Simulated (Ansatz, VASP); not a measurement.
## CdAg5 in VASP and in Ansatz

INCAR

```
SYSTEM = CdAg5
PREC     = Accurate       ! precision mode
ENCUT    = 520            ! plane-wave cutoff, eV
EDIFF    = 1E-6           ! SCF threshold, eV
ISMEAR   = -1             ! smearing method
SIGMA    = 0.05           ! smearing width, eV
LREAL    = .False.        ! projectors in reciprocal space
LASPH    = .True.         ! aspherical terms in the spheres
NELM     = 60             ! most SCF steps
ALGO     = Normal         ! electronic algorithm
ISIF     = 2              ! what is computed and relaxed
LWAVE    = .False.        ! write WAVECAR
LCHARG   = .True.         ! write CHGCAR
LDIPOL   = .True.       
IDIPOL   = 3            
DIPOL    = 0.5 0.5 0.500
GGA      = PE             ! functional
LELF     = .True.         ! ELF
LVHAR    = .True.       
LVACPOTAV= .True.       
NBANDS   = 42             ! bands
```

The input KPOINTS:

```
regular mesh
0
Gamma
  14 14 1
  0 0 0
```

POSCAR

```
CdAg5
1.0
    2.9322829450      0.0000000000      0.0000000000
   -1.4661414725      2.5394315215      0.0000000000
    0.0000000000      0.0000000000     27.9710000000
Cd Ag
1 5
Direct
    0.1666666667      0.3333333333      0.2875581835
    0.5000000000      1.0000000000      0.3725977613
    0.8333333333      0.6666666667      0.4575421627
    0.1666666667      0.3333333333      0.5424578369
    0.5000000000      1.0000000000      0.6274022385
    0.8333333333      0.6666666667      0.7124418163
```

Input for Ansatz:

```yaml
crystal:
  lattice:
    - [2.932282945, 0.0, 0.0]
    - [-1.4661414725, 2.5394315215, 0.0]
    - [0.0, 0.0, 27.971]
  atoms:
    - { symbol: Cd, position: [0.1666666667, 0.3333333333, 0.2875581835] }
    - { symbol: Ag, position: [0.5, 1.0, 0.3725977613] }
    - { symbol: Ag, position: [0.8333333333, 0.6666666667, 0.4575421627] }
    - { symbol: Ag, position: [0.1666666667, 0.3333333333, 0.5424578369] }
    - { symbol: Ag, position: [0.5, 1.0, 0.6274022385] }
    - { symbol: Ag, position: [0.8333333333, 0.6666666667, 0.7124418163] }
kpoints:
  mp_grid: { grid: [14, 14, 1] }
scf:
  occupations: { method: fermi_dirac, width: 0.05 }
hamiltonian:
  xc: pbe
  pseudopotentials: { kind: paw }
output:
  forces: true
  stress: true
  eigenvalues: true
efield:
  axis: 3
  amplitude: 0
  dipole_correction: true
```

Alike in both runs: task single point; functional PBE; k mesh 14 × 14 × 1; occupations fermi-dirac, width 0.05 eV; no spin polarisation.

|  | VASP | Ansatz |
| --- | --- | --- |
| version | VASP 6.6.1 | Ansatz 0.2.0 |
| potentials or method | VASP PAW PBE potentials, release 64 (Cd, Ag) | PAW with Ansatz's default frozen-core files, scalar-relativistic |
| plane-wave cutoff (eV) | 520 | 420 |
| valence electrons in the cell | 67 | 115 |

Ansatz gave:

* rms of the force components (eV/Å): 0.146

Task: What did VASP give for the same quantities?

Result: rms of the force components (eV/Å): 0.155.

Atom by atom the forces differ by 0.009 eV/Å (rms over components). VASP's potentials hold 67 valence electrons a cell and Ansatz's 115, so a difference there can come from the potentials and not from the codes.
